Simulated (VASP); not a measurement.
Be4S: relaxation of cell and atoms with PBE

Be4S:

```
Be S
1.0
    -1.86742    1.86742    3.53083
     1.86742   -1.86742    3.53083
     1.86742    1.86742   -3.53083
Be S
4 1
Direct
  0.24500 0.24500 0.00000
  0.75500 0.75500 0.00000
  0.50000 0.00000 0.50000
  0.00000 0.50000 0.50000
  0.00000 0.00000 0.00000
```

The cell was generated, and may not be a known phase.

```
Program                : VASP 6.6.1
Task                   : relaxation of cell and atoms
Functional             : PBE
Potentials or basis    : VASP PAW PBE potentials, release 64 (Be, S)
Cutoff                 : 600 eV
k mesh                 : 6 × 6 × 6
Occupations            : gaussian, width 0.1 eV
Spin                   : no spin polarisation
Dipole correction      : no
Further INCAR settings : ALGO = Normal; EDIFF = 1e-06; IBRION = 2; EDIFFG = -0.04; NSW = 90; ISIF = 3
```

| Property | Result |
| --- | --- |
| Relaxed volume | 11.82 Å³/atom |
| Relaxed cell | a = 4.315 Å, b = 4.315 Å, c = 4.315 Å, α = 117.06°, β = 117.06°, γ = 95.17° |
| Space group after relaxing (to 0.1 Å) | I4/mmm (No. 139) |
| Energy gained by relaxing | 675.1 meV/atom |
| Ionic steps | 33 |
| Pressure after relaxing | 0.0 GPa |
| Largest force after relaxing | 0.006 eV/Å |
| Band gap on the k mesh | zero (bands 7 and 8 overlap by 2.36 eV) |

Forces in eV/Å, atoms in the order of the input:
```
Be   0.000  0.000  0.006
Be   0.000  0.000 -0.006
Be   0.000  0.000  0.000
Be   0.000  0.000  0.000
S    0.000  0.000  0.000
```

Stress tensor (GPa, compression positive):
```
-0.14  0.00  0.00
 0.00 -0.14  0.00
 0.00  0.00  0.31
```

The path:
| step | energy change (eV) | largest force (eV/Å) | pressure (GPa) | volume (Å³) |
| --- | --- | --- | --- | --- |
| 1 | 0.0000 | 5.0908 | 37.41 | 49.25 |
| 2 | -1.9024 | 0.2630 | -4.84 | 67.47 |
| 3 | -2.0077 | 0.2037 | 0.76 | 62.21 |
| 4 | -2.0091 | 0.1439 | 0.11 | 62.70 |
| 5 | -2.0462 | 0.1929 | -0.57 | 62.94 |
| 6 | -2.1305 | 0.3936 | -2.23 | 63.54 |
| 7 | -2.2778 | 1.5503 | -3.53 | 64.14 |
| 8 | -1.6047 | 7.6251 | 10.03 | 62.61 |
| 9 | -2.2259 | 2.2269 | -2.72 | 64.16 |
| 10 | -2.2331 | 2.5490 | -2.34 | 64.14 |
| 11 | -2.2414 | 2.5812 | -2.36 | 64.17 |
| 12 | -2.2669 | 2.6771 | -2.40 | 64.25 |
| 13 | -2.3195 | 2.8687 | -2.41 | 64.40 |
| 14 | -2.4261 | 3.2909 | -2.23 | 64.62 |
| 15 | -2.5843 | 4.0519 | -0.29 | 64.77 |
| 16 | -1.2130 | 2.8462 | 13.42 | 63.73 |
| 17 | -2.4086 | 4.6993 | 1.19 | 64.76 |
| 18 | -2.4789 | 4.4956 | 1.11 | 64.91 |
| 19 | -2.5834 | 3.5949 | 1.45 | 65.31 |
| 20 | -2.6654 | 3.2952 | 0.73 | 65.34 |
| 21 | -2.8704 | 2.4968 | -1.19 | 65.40 |
| 22 | -3.1244 | 1.2425 | -4.17 | 65.49 |
| 23 | -3.2103 | 0.2120 | -7.39 | 65.49 |
| 24 | -3.2279 | 0.1154 | -6.81 | 65.52 |
| 25 | -3.2278 | 0.2028 | -6.63 | 65.52 |
| 26 | -3.2620 | 0.1431 | -5.94 | 64.68 |
| 27 | -3.3379 | 0.0598 | -3.60 | 62.18 |
| 28 | -3.3496 | 0.5963 | 2.49 | 57.39 |
| 29 | -3.3697 | 0.3220 | -0.58 | 59.57 |
| 30 | -3.3698 | 0.3366 | -0.42 | 59.45 |
| 31 | -3.3734 | 0.1873 | -0.22 | 59.29 |
| 32 | -3.3752 | 0.0092 | 0.06 | 59.08 |
| 33 | -3.3754 | 0.0063 | 0.01 | 59.09 |

Final structure:
```
Be S
1.0
    -2.25290    2.25290    2.91066
     2.25290   -2.25290    2.91066
     2.25290    2.25290   -2.91066
Be S
4 1
Direct
  0.33386 0.33386 0.00000
  0.66614 0.66614 0.00000
  0.50000 0.00000 0.50000
  0.00000 0.50000 0.50000
  0.00000 0.00000 0.00000
```

Levels at points of the mesh, in eV from the Fermi level:
```
           k point  band 3  band 4  band 5  band 6  band 7  band 8  band 9  band 10  band 11
(0.00, 0.00, 0.00)   -5.40   -5.29   -5.29    0.09    0.09    0.85    0.91     0.91     1.95
(0.50, 0.00, 0.00)   -5.79   -5.68   -3.27   -2.19   -1.74    1.09    1.66     3.33     5.01
(0.50, 0.50, 0.00)   -6.57   -5.47   -5.15   -2.66    1.39    1.69    3.37     3.48     5.08
(0.50, 0.50, 0.50)   -6.73   -6.73   -4.52   -1.79    0.97    0.97    1.04     4.34     5.47
```

Run time: 12 min on 1 thread of Intel Xeon 8259CL, on a shared host, peak memory 0.21 GiB.

Caveat: the volume moved by over 15 % at a fixed basis, so the end points are rough.
